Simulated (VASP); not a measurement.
Crystal: Mg3CdS2.

```xyz
6
Lattice="4.1628 0.0000 0.0000 -2.0814 3.6051 0.0000 0.0000 0.0000 7.7806" Properties=species:S:1:pos:R:3 pbc="T T T"
Mg    0.0000    0.0000    3.8903
Mg    0.0000    2.4034    0.0000
Mg    0.0000    2.4034    3.8903
Cd    0.0000    0.0000    0.0000
S     2.0814    1.2017    1.8320
S     2.0814    1.2017    5.9486
```

* Program: VASP 6.6.1
* Task: relaxation of cell and atoms
* Functional: PBE
* Potentials or basis: VASP PAW PBE potentials, release 64 (Mg, Cd, S)
* Cutoff: 600 eV
* k mesh: 6 × 6 × 2
* Occupations: gaussian, width 0.1 eV
* Spin: no spin polarisation

At the start: pressure 12.1 GPa; volume 19.46 Å³/atom.

**Question.** How do energy, volume and symmetry change on relaxing?

**Answer.** Over 15 steps the energy falls by 307.1 meV/atom and the volume is 22.33 Å³/atom (+14.7 %); space group P-6m2 (No. 187, to 0.05 Å).

Step by step:
```tsv
step	energy change (eV)	largest force (eV/Å)	pressure (GPa)	volume (Å³)
1	0.0000	0.7830	12.12	116.77
2	-1.3971	0.4444	-0.91	142.89
3	-1.4024	0.4343	-1.61	145.46
4	-1.4026	0.4362	-1.45	144.85
5	-1.5197	0.5419	-1.19	141.36
6	-1.7421	0.4941	0.09	130.62
7	-1.7420	0.4654	0.26	129.74
8	-1.7760	0.2744	0.31	129.53
9	-1.7915	0.0044	0.48	129.27
10	-1.8221	0.0393	0.09	131.68
11	-1.8380	0.1296	-0.38	135.41
12	-1.8385	0.1107	-0.30	134.72
13	-1.8408	0.0609	0.30	133.29
14	-1.8412	0.0744	0.13	133.69
15	-1.8428	0.0010	0.09	133.98
```

Final structure:
```yaml
crystal:
  lattice:
    - [4.64449, 0.00000, 0.00000]
    - [-2.32225, 4.02225, 0.00000]
    - [0.00000, 0.00000, 7.17194]
  atoms:
    - { symbol: Mg, position: [0.00000, 0.00000, 0.50000] }
    - { symbol: Mg, position: [0.33333, 0.66667, 0.00000] }
    - { symbol: Mg, position: [0.33333, 0.66667, 0.50000] }
    - { symbol: Cd, position: [0.00000, 0.00000, 0.00000] }
    - { symbol: S, position: [0.66667, 0.33333, 0.27957] }
    - { symbol: S, position: [0.66667, 0.33333, 0.72043] }
```

Caveat: the k points lie up to 0.44 Å⁻¹ apart in the final cell.
